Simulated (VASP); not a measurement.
Write the native input for VASP 6.6.1 that does the following.

```yaml
Task: single point
Functional: r2SCAN
Potentials_or_basis: VASP PAW PBE potentials, release 64 (Te, Mo_sv)
Cutoff: 520 eV
k_mesh: 10 × 10 × 3
Occupations: gaussian, width 0.02 eV
Spin: no spin polarisation
Dipole_correction: no
Further_INCAR_settings: ALGO = Normal; EDIFF = 1e-06; NBANDS = 35
```

Te2Mo:

```xyz
6
Lattice="3.5182 0.0000 0.0000 -1.7591 3.0469 0.0000 0.0000 0.0000 13.9736" Properties=species:S:1:pos:R:3 pbc="T T T"
Te    1.7591    1.0156    5.2960
Te    0.0000    2.0312   12.2828
Te    1.7591    1.0156    1.6908
Te    0.0000    2.0312    8.6776
Mo    1.7591    1.0156   10.4802
Mo    0.0000    2.0312    3.4934
```

These files were run (other wordings do the same):

POSCAR

```
Te2Mo
1.0
    3.5182000000      0.0000000000      0.0000000000
   -1.7591000000      3.0468505756      0.0000000000
    0.0000000000      0.0000000000     13.9736000000
Te Mo
4 2
Direct
    0.6666666667      0.3333333333      0.3790000000
    0.3333333333      0.6666666667      0.8790000000
    0.6666666667      0.3333333333      0.1210000000
    0.3333333333      0.6666666667      0.6210000000
    0.6666666667      0.3333333333      0.7500000000
    0.3333333333      0.6666666667      0.2500000000
```

INCAR.step1

```
SYSTEM = Te2Mo
ALGO     = Normal         ! electronic algorithm
EDIFF    = 1E-4           ! SCF threshold, eV
ENCUT    = 520            ! plane-wave cutoff, eV
GGA      = PE             ! functional
ISMEAR   = 0              ! smearing method
LASPH    = .TRUE.         ! aspherical terms in the spheres
LCHARG   = .FALSE.        ! write CHGCAR
LREAL    = .FALSE.        ! projectors in reciprocal space
LWAVE    = .TRUE.         ! write WAVECAR
NBANDS   = 35             ! bands
NELM     = 100            ! most SCF steps
PREC     = Accurate       ! precision mode
SIGMA    = 0.02           ! smearing width, eV
```

INCAR.step2

```
SYSTEM = Te2Mo
ALGO     = Normal         ! electronic algorithm
EDIFF    = 1E-6           ! SCF threshold, eV
ENCUT    = 520            ! plane-wave cutoff, eV
ISIF     = 2              ! what is computed and relaxed
ISMEAR   = 0              ! smearing method
ISTART   = 1            
LASPH    = .TRUE.         ! aspherical terms in the spheres
LCHARG   = .TRUE.         ! write CHGCAR
LELF     = .TRUE.         ! ELF
LMIXTAU  = .TRUE.       
LREAL    = .FALSE.        ! projectors in reciprocal space
LVHAR    = .TRUE.       
LWAVE    = .FALSE.        ! write WAVECAR
METAGGA  = R2SCAN         ! meta-GGA
NBANDS   = 35             ! bands
NELM     = 100            ! most SCF steps
PREC     = Accurate       ! precision mode
SIGMA    = 0.02           ! smearing width, eV
```

KPOINTS

```
k-points
0
G
  10 10 3
  0 0 0
```

Potentials or basis: VASP PAW PBE potentials, release 64 (Te, Mo_sv).

The run is started by

```sh
$ cat potpaw_PBE.64/Te/POTCAR potpaw_PBE.64/Mo_sv/POTCAR > POTCAR
$ cp INCAR.step1 INCAR
$ mpirun -np 1 vasp_std > vasp.out
$ cp INCAR.step2 INCAR
$ mpirun -np 1 vasp_std > vasp.out
```

It gave:

```
Pressure               : 2.4 GPa
Largest force          : 0.052 eV/Å
Band gap on the k mesh : 0.81 eV (least direct gap 1.25 eV)
```

Caveat: the PAW data sets were made with another functional, which shifts forces and pressure a little; spin-orbit coupling is left out, which moves the levels of the heavy elements; an odd mesh through Γ misses points on the zone boundary, where band edges can lie.

It took 3.9 min on 1 thread of Intel(R) Xeon(R) 6975P-C (Granite Rapids), on a shared host, peak memory 0.38 GiB.
